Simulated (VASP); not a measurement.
# TiTe3Se (P4mm) in VASP: notebook, part 2 of 2

VASP 6.6.1. The steps go on from the part before.

### Step 3. Single point, PBE

This run uses another cell than the first one, of 43.95 Å³/atom, 1.234 times its volume.

The input, INCAR:

```
  PREC = Accurate
  ENCUT = 520
  EDIFF = 1E-7
  ISMEAR = 0
  SIGMA = 0.1
  LREAL = False
  LASPH = True
  NELM = 60
  ALGO = Normal
  ISIF = 2
  LWAVE = False
  LCHARG = False
  GGA = PE
  NBANDS = 26
```

The input, KPOINTS:

```
Automatic mesh
0
Gamma
  8 8 6
```

The input, POSCAR:

```
TiTe3Se
1.0
    4.8212114580      0.0000000000      0.0000000000
    0.0000000000      4.8212114580      0.0000000000
    0.0000000000      0.0000000000      9.4547005260
Ti Te Se
1 3 1
Direct
    0.5000000000      0.5000000000      0.4196346443
    0.5000000000      0.0000000000      0.5562399055
    0.0000000000      0.5000000000      0.5562399055
    0.5000000000      0.5000000000      0.9189287077
    0.5000000000      0.5000000000      0.1775855571
```

Potentials or basis: VASP PAW PBE potentials, release 64 (Ti_sv, Te, Se).

Command:

```sh
$ cat potpaw_PBE.64/Ti_sv/POTCAR potpaw_PBE.64/Te/POTCAR potpaw_PBE.64/Se/POTCAR > POTCAR
$ mpirun -np 1 vasp_std > vasp.out
```

OUTCAR:

```text
PREC = Accurate
   ENCUT = 520
   EDIFF = 1E-7
   ISMEAR = 0
   LREAL = False
   LASPH = True
   NELM = 60
   ISIF = 2
   GGA = PE

 ion  position               nearest neighbor table
   1  0.500  0.500  0.420-   5 2.29   3 2.73   2 2.73   2 2.73   3 2.73
   2  0.500  0.000  0.556-   1 2.73   1 2.73   3 3.41   3 3.41   3 3.41   3 3.41
   3  0.000  0.500  0.556-   1 2.73   1 2.73   2 3.41   2 3.41   2 3.41   2 3.41
   4  0.500  0.500  0.919-   5 2.45
   5  0.500  0.500  0.178-   1 2.29   4 2.45

  LATTYP: Found a simple tetragonal cell.
 ALAT       =     4.8212114580
 C/A-ratio  =     1.9610632324

  Lattice vectors:

 A1 = (   4.8212114580,   0.0000000000,   0.0000000000)
 A2 = (   0.0000000000,   4.8212114580,   0.0000000000)
 A3 = (   0.0000000000,   0.0000000000,   9.4547005260)

Analysis of symmetry for initial positions (statically):
=====================================================================
 Subroutine PRICEL returns:
 Original cell was already a primitive cell.

 Routine SETGRP: Setting up the symmetry group for a
 simple tetragonal supercell.

 Subroutine GETGRP returns: Found  8 space group operations
 (whereof  8 operations were pure point group operations)
 out of a pool of 16 trial point group operations.

The static configuration has the point symmetry C_4v.

Analysis of symmetry for dynamics (positions and initial velocities):
=====================================================================
 Subroutine PRICEL returns:
 Original cell was already a primitive cell.

 Routine SETGRP: Setting up the symmetry group for a
 simple tetragonal supercell.

 Subroutine GETGRP returns: Found  8 space group operations
 (whereof  8 operations were pure point group operations)
 out of a pool of 16 trial point group operations.

The dynamic configuration has the point symmetry C_4v.

 Subroutine INISYM returns: Found  8 space group operations
 (whereof  8 operations are pure point group operations),
 and found     1 'primitive' translations

----------------------------------------------------------------------------------------

                                     Primitive cell

  volume of cell :     219.7658

  direct lattice vectors                    reciprocal lattice vectors
     4.821211458  0.000000000  0.000000000     0.207416748  0.000000000  0.000000000
     0.000000000  4.821211458  0.000000000     0.000000000  0.207416748  0.000000000
     0.000000000  0.000000000  9.454700526     0.000000000  0.000000000  0.105767496

  length of vectors
     4.821211458  4.821211458  9.454700526     0.207416748  0.207416748  0.105767496

  position of ions in fractional coordinates (direct lattice)
     0.500000000  0.500000000  0.419634644
     0.500000000  0.000000000  0.556239906
     0.000000000  0.500000000  0.556239906
     0.500000000  0.500000000  0.918928708
     0.500000000  0.500000000  0.177585557

  ion indices of the primitive-cell ions
   primitive index   ion index
                 1           1
                 2           2
[... 24 lines left out ...]

 Subroutine IBZKPT returns following result:
 ===========================================

 Found     60 irreducible k-points:

 Following reciprocal coordinates:
            Coordinates               Weight
  0.000000  0.000000  0.000000      1.000000
  0.125000  0.000000  0.000000      4.000000
  0.250000  0.000000  0.000000      4.000000
  0.375000  0.000000  0.000000      4.000000
  0.500000  0.000000  0.000000      2.000000
  0.125000  0.125000  0.000000      4.000000
[... 16 lines left out ...]
  0.375000  0.125000  0.166667     16.000000
  0.500000  0.125000  0.166667      8.000000
 [... further k-points ...]
   k-points           NKPTS =     60   k-points in BZ     NKDIM =     60   number of bands    NBANDS=     26
   number of dos      NEDOS =    301   number of ions     NIONS =      5
   total plane-waves  NPLWV =  90720
   dimension x,y,z NGX =    36 NGY =   36 NGZ =   70
   dimension x,y,z NGXF=    72 NGYF=   72 NGZF=  140
   ions per type =               1   3   1
   NGX,Y,Z   is equivalent  to a cutoff of  12.41, 12.41, 12.31 a.u.
   NGXF,Y,Z  is equivalent  to a cutoff of  24.83, 24.83, 24.62 a.u.
 SYSTEM =  unknown system
   PREC   = accura    normal or accurate (medium, high low for compatibility)
   ISTART =      0    job   : 0-new  1-cont  2-samecut
   ICHARG =      2    charge: 1-file 2-atom 10-const
   ISPIN  =      1    spin polarized calculation?
   LNONCOLLINEAR =      F non collinear calculations
   LSORBIT =      F    spin-orbit coupling
   LASPH  =      T    aspherical Exc in radial PAW
   ENCUT  =  520.0 eV  38.22 Ry    6.18 a.u.   8.96  8.96 17.58*2*pi/ulx,y,z
   NELM   =     60;   NELMIN=  2; NELMDL= -5     # of ELM steps
   EDIFF  = 0.1E-06   stopping-criterion for ELM
   LREAL  =      F    real-space projection
   EDIFFG = 0.1E-05   stopping-criterion for IOM
   NSW    =      0    number of steps for IOM
   IBRION =     -1    ionic relax: 0-MD 1-quasi-New 2-CG
   NFREE  =      0    steps in history (QN), initial steepest desc. (CG)
   ISIF   =      2    stress and relaxation
   ISYM   =      2    0-nonsym 1-usesym 2-fastsym
   POTIM  = 0.5000    time-step for ionic-motion
   TEBEG  =    0.0;   TEEND  =   0.0 temperature during run
   PSTRESS=    0.0 pullay stress
   NELECT =      36.0000    total number of electrons
   NUPDOWN=      -1.0000    fix difference up-down
   EMIN   =  10.00;   EMAX   =-10.00  energy-range for DOS
   EFERMI =   0.00;   METHOD = LEGACY
   ISMEAR =     0;   SIGMA  =   0.10  broadening in eV -4-tet -1-fermi 0-gaus
   EFERMI_NEDOS =   21; number of points for ismear=-14 and -15
   IALGO  =     38    algorithm
   IMIX   =      4    mixing-type and parameters
     AMIX     =   0.40;   BMIX     =  1.00
     AMIX_MAG =   1.60;   BMIX_MAG =  1.00
  volume/ion in A,a.u.               =      43.95       296.61
  Fermi-wavevector in a.u.,A,eV,Ry     =   0.895754  1.692730 10.916988  0.802376
  Thomas-Fermi vector in A             =   2.018126
   LORBIT       =      0    0 simple, 1 ext, 2 COOP (PROOUT), +10 PAW based schemes
   GGA     = PE    functional components
   LHFCALC =     F    Hartree Fock is set to
   AEXX    =    0.0000 exact exchange contribution
   IVDW    =     0    specifies the selected vdW correction
   LEPSILON=     F    determine dielectric tensor
   LRPA    =     F    only Hartree local field effects (RPA)
 non-spin polarized calculation
 Gauss-broadening in eV      SIGMA  =   0.10
  energy-cutoff  :      520.00
  volume of cell :      219.77
 maximum number of plane-waves:      5960
 NGX is ok and might be reduce to    36
   NGX = 17   NGY = 17   NGZ = 35

 number of electron      36.0000002 magnetization

 Free energy of the ion-electron system (eV)
  ---------------------------------------------------
  ext. energy  EPLUGINS =         0.00000000
  ---------------------------------------------------
  free energy    TOTEN  =       -20.88263284 eV

  energy without entropy =      -20.86272678  energy(sigma->0) =      -20.87267981

 E-fermi :   1.7041     XC(G=0):  -7.2089

 val. band max:        1.6970446974   @ k =   0.1250   0.1250   0.0000
 cond. band min:       1.7077628404   @ k =   0.3750   0.1250   0.3333
 fundamental gap:      0.0107181430
 Fermi energy:         1.7040632664

 k-point     1 :       0.0000    0.0000    0.0000
  band No.  band energies     occupation
      1     -55.6137      2.00000
      2     -31.9948      2.00000
      3     -31.8538      2.00000
      4     -31.8538      2.00000
      5     -11.7316      2.00000
      6     -10.2133      2.00000
[... 685 lines left out ...]
     25       4.9125      0.00000
     26       7.4516      0.00000

 [... further k-points ...]

------------------------ aborting loop because EDIFF is reached ----------------------------------------

  FORCE on cell =-STRESS in cart. coord.  units (eV):
  Direction    XX          YY          ZZ          XY          YZ          ZX
  --------------------------------------------------------------------------------------
  -------------------------------------------------------------------------------------
  Total       -0.0235018     -0.0235018      0.1324734      0.0000000     -0.0000000      0.0000000
  in kB       -0.1713375     -0.1713375      0.9657822      0.0000000     -0.0000000      0.0000000
  external PRESSURE =       0.2077024 kB  Pullay stress =       0.0000000 kB

 VOLUME and BASIS-vectors are now :
 -----------------------------------------------------------------------------
  energy-cutoff  :      520.00
  volume of cell :      219.77
      direct lattice vectors                 reciprocal lattice vectors
     4.821211458  0.000000000  0.000000000     0.207416748  0.000000000  0.000000000
     0.000000000  4.821211458  0.000000000     0.000000000  0.207416748  0.000000000
     0.000000000  0.000000000  9.454700526     0.000000000  0.000000000  0.105767496

 POSITION                                       TOTAL-FORCE (eV/Angst)
 -----------------------------------------------------------------------------------
      2.41061      2.41061      3.96752         0.000000      0.000000      0.019986
      2.41061      0.00000      5.25908         0.000000     -0.000000      0.001081
      0.00000      2.41061      5.25908         0.000000     -0.000000      0.001081
      2.41061      2.41061      8.68820         0.000000     -0.000000     -0.023099
      2.41061      2.41061      1.67902         0.000000     -0.000000      0.000951
 -----------------------------------------------------------------------------------
    total drift:                                0.000000      0.000000      0.000053

  FREE ENERGIE OF THE ION-ELECTRON SYSTEM (eV)
  ---------------------------------------------------
  free  energy   TOTEN  =       -20.8826328359 eV

  energy  without entropy=      -20.8627267813  energy(sigma->0) =      -20.87267981
```

OSZICAR:

```text
N       E                     dE             d eps       ncg     rms          rms(c)
DAV:   1     0.235847269427E+03    0.23585E+03   -0.15107E+04  3528   0.116E+03
DAV:   2     0.591906799622E+01   -0.22993E+03   -0.22214E+03  3782   0.253E+02
DAV:   3    -0.207651255530E+02   -0.26684E+02   -0.26274E+02  4974   0.815E+01
DAV:   4    -0.230057128048E+02   -0.22406E+01   -0.22241E+01  4620   0.203E+01
DAV:   5    -0.231266808243E+02   -0.12097E+00   -0.12095E+00  4370   0.392E+00    0.134E+01
DAV:   6    -0.255590497886E+02   -0.24324E+01   -0.49300E+01  4146   0.342E+01    0.238E+01
DAV:   7    -0.214052491049E+02    0.41538E+01   -0.44820E+01  4164   0.417E+01    0.721E+00
DAV:   8    -0.210278866486E+02    0.37736E+00   -0.22119E+00  3422   0.695E+00    0.410E+00
DAV:   9    -0.208836724623E+02    0.14421E+00   -0.79229E-01  3998   0.542E+00    0.197E+00
DAV:  10    -0.208828181105E+02    0.85435E-03   -0.47668E-02  3496   0.159E+00    0.109E+00
DAV:  11    -0.208828555070E+02   -0.37397E-04   -0.94699E-03  4230   0.545E-01    0.489E-01
DAV:  12    -0.208826140470E+02    0.24146E-03   -0.36319E-03  4066   0.324E-01    0.183E-01
DAV:  13    -0.208826395352E+02   -0.25488E-04   -0.20363E-04  3682   0.998E-02    0.945E-02
DAV:  14    -0.208826349168E+02    0.46183E-05   -0.47850E-05  3734   0.318E-02    0.543E-02
DAV:  15    -0.208826338039E+02    0.11129E-05   -0.39215E-05  3580   0.396E-02    0.894E-03
DAV:  16    -0.208826329270E+02    0.87686E-06   -0.99288E-06  3532   0.208E-02    0.880E-03
DAV:  17    -0.208826328359E+02    0.91148E-07   -0.82005E-07  3546   0.579E-03
   1 F= -.20882633E+02 E0= -.20872680E+02  d E =-.199061E-01
```

Run time: 6 min. Hardware: 1 thread of AMD EPYC 7R13, shared host; peak memory 0.52 GiB.

Results:

```
Free energy            : -20.8826 eV
Pressure               : 0.0 GPa
Largest force          : 0.023 eV/Å
Band gap on the k mesh : zero (band 18 reaches 2.23 eV, above the bottom of band 19 at 1.61 eV)
```

Forces on the atoms (eV/Å):
```
Ti   0.000  0.000  0.020
Te   0.000  0.000  0.001
Te   0.000  0.000  0.001
Te   0.000  0.000 -0.023
Se   0.000  0.000  0.001
```

Levels at points of the mesh, in eV from the Fermi level:
```csv
k point,band 15,band 16,band 17,band 18,band 19,band 20,band 21,band 22
"(0.00, 0.00, 0.00)",-1.24,-0.09,-0.09,0.52,0.64,0.64,0.74,2.58
"(0.50, 0.00, 0.00)",-1.97,-1.91,-1.34,-0.36,0.18,0.77,1.26,1.44
"(0.50, 0.50, 0.00)",-1.76,-0.88,-0.28,-0.28,0.67,1.01,1.33,1.33
"(0.00, 0.00, 0.50)",-1.25,-0.17,-0.17,0.52,0.65,0.65,0.98,2.26
"(0.50, 0.00, 0.50)",-1.91,-1.54,-1.35,-0.79,0.04,0.60,1.30,1.44
"(0.50, 0.50, 0.50)",-1.38,-0.88,-0.65,-0.65,0.25,1.01,1.33,1.33
```

Caveat: spin-orbit coupling is left out, which moves the levels of the heavy elements; this functional lacks dispersion, which binds the layers, so the pressure and a relaxed spacing across them are unreliable.

### Step 4. Single point, PBE, collinear spin, ferromagnetic start

This run uses another cell than the first one, of 42.75 Å³/atom, 1.200 times its volume.

The input, INCAR:

```
  PREC = Accurate
  ENCUT = 520
  EDIFF = 1E-6
  ISMEAR = 0
  SIGMA = 0.1
  LREAL = False
  LASPH = True
  NELM = 150
  ALGO = Normal
  ISIF = 2
  LWAVE = False
  LCHARG = False
  ISPIN = 2
  MAGMOM = 1 0 0 0 0
  LORBIT = 11
  LMAXMIX = 4
  GGA = PE
  NBANDS = 30
```

The input, KPOINTS:

```
Automatic mesh
0
Gamma
  4 4 2
```

The input, POSCAR:

```
TiTe3Se
1.0
    4.9921415031      0.0000000000      0.0000000000
    0.0000000000      4.9921415031      0.0000000000
    0.0000000000      0.0000000000      8.5770107644
Ti Te Se
1 3 1
Direct
    0.5000000000      0.5000000000      0.4399460175
    0.5000000000      0.0000000000      0.5644041564
    0.0000000000      0.5000000000      0.5644041564
    0.5000000000      0.5000000000      0.8854784502
    0.5000000000      0.5000000000      0.1743959396
```

Command:

```sh
$ cat potpaw_PBE.64/Ti_sv/POTCAR potpaw_PBE.64/Te/POTCAR potpaw_PBE.64/Se/POTCAR > POTCAR
$ mpirun -np 1 vasp_std > vasp.out
```

Run time: 3.1 min. Hardware: 1 thread of AMD EPYC 7R13, shared host; peak memory 0.46 GiB.

It converged, with:

- Free energy: -20.9332 eV
- Pressure: 0.1 GPa
- Largest force: 0.023 eV/Å
- Band gap on the k mesh: zero (filled and empty bands overlap)
- Net moment: 0.00 μB per cell
- Valence electrons inside the program's atomic spheres: Ti 10.27; Te 3.35, 3.28; Se 3.84

Forces on the atoms (eV/Å):
```
Ti   0.000  0.000  0.020
Te   0.000  0.000  0.000
Te   0.000  0.000  0.000
Te   0.000  0.000 -0.023
Se   0.000  0.000  0.003
```

Stress tensor (GPa, compression positive):
```
0.03 0.00 0.00
0.00 0.03 0.00
0.00 0.00 0.33
```

Levels at points of the mesh, in eV from the Fermi level:
Spin up:
```csv
k point,band 15,band 16,band 17,band 18,band 19,band 20,band 21,band 22
"(0.00, 0.00, 0.00)",-1.42,-0.38,-0.38,0.32,0.32,0.32,1.23,2.13
"(0.50, 0.00, 0.00)",-2.14,-2.12,-1.60,0.00,0.26,1.22,1.24,1.35
"(0.50, 0.50, 0.00)",-2.29,-1.60,0.31,0.31,0.90,1.08,1.29,1.29
"(0.00, 0.00, 0.50)",-1.42,-0.34,-0.34,0.16,0.16,0.32,0.55,2.43
"(0.50, 0.00, 0.50)",-2.00,-1.64,-1.47,-0.55,-0.24,0.25,1.38,1.41
"(0.50, 0.50, 0.50)",-1.41,-1.41,-0.46,-0.46,-0.14,1.07,1.38,1.38
```
Spin down:
```csv
k point,band 16,band 17,band 18,band 19,band 20,band 21
"(0.00, 0.00, 0.00)",-0.39,-0.39,0.32,0.32,0.32,1.23
"(0.50, 0.00, 0.00)",-2.12,-1.60,0.00,0.26,1.22,1.24
"(0.50, 0.50, 0.00)",-1.60,0.31,0.31,0.90,1.08,1.29
"(0.00, 0.00, 0.50)",-0.35,-0.35,0.16,0.16,0.32,0.55
"(0.50, 0.00, 0.50)",-1.64,-1.47,-0.56,-0.24,0.25,1.38
"(0.50, 0.50, 0.50)",-1.41,-0.46,-0.46,-0.14,1.07,1.38
```

Caveat: the k points lie up to 0.37 Å⁻¹ apart; spin-orbit coupling is left out, which moves the levels of the heavy elements.

### Step 5. Summary

| spin | cell | k mesh | gap on the mesh (eV) | pressure (GPa) | moment (μB) | largest force (eV/Å) |
| --- | --- | --- | --- | --- | --- | --- |
| collinear, ferromagnetic start | a = 4.860, b = 4.860, c = 7.540 Å, 5 atoms | 4 × 4 × 2 | none | 20.5 | 1.85 | 9.73 |
| off | a = 4.821, b = 4.821, c = 9.455 Å, 5 atoms | 8 × 8 × 6 | none | 0.0 | - | 0.02 |
| collinear, ferromagnetic start | a = 4.992, b = 4.992, c = 8.577 Å, 5 atoms | 4 × 4 × 2 | none | 0.1 | 0.00 | 0.02 |

Alike in all rows: task single point; level PBE; potentials or basis VASP PAW PBE potentials, release 64 (Ti_sv, Te, Se); cutoff (eV) 520; smearing gaussian 0.1 eV.

Caveats: some runs use coarse meshes; spin-orbit coupling is left out, which moves the levels of the heavy elements; forces of over 1 eV/Å act on the atoms, so gaps and moduli don't describe the material at rest (some runs); this functional lacks dispersion, which binds the layers, so the pressure and a relaxed spacing across them are unreliable (some runs).

Total energies depend on the potentials used, so only differences within one code and one set of settings carry meaning.
